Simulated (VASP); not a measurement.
## CaS: single point with PBE

The system is CaS.

```
CELL_PARAMETERS angstrom
0.00000 2.84300 2.84300
2.84300 0.00000 2.84300
2.84300 2.84300 0.00000
ATOMIC_POSITIONS crystal
Ca 0.00000 0.00000 0.00000
S 0.50000 0.50000 0.50000
```

| Quantity | Value |
| --- | --- |
| Program | VASP 6.6.1 |
| Task | single point |
| Functional | PBE |
| Potentials or basis | VASP PAW PBE potentials, release 64 (Ca_sv, S) |
| Cutoff | 500 eV |
| k mesh | 7 × 7 × 7 |
| Occupations | fermi-dirac, width 0.01 eV |
| Spin | no spin polarisation |

| Property | Result |
| --- | --- |
| Pressure | 1.0 GPa |
| Band gap on the k mesh | 2.41 eV (least direct gap 3.20 eV) |

Levels at points of the mesh, in eV from the valence-band top:
```csv
k point,band 6,band 7,band 8,band 9,band 10,band 11
"(0.00, 0.00, 0.00)",0.00,0.00,0.00,4.16,4.16,4.16
```

It took 14 s on 1 thread of Intel(R) Xeon(R) Platinum 8259CL CPU @ 2.50GHz (Skylake/Cascade Lake), with other jobs on the host, peak memory 0.17 GiB.

Caveat: an odd mesh through Γ misses points on the zone boundary, where band edges can lie.
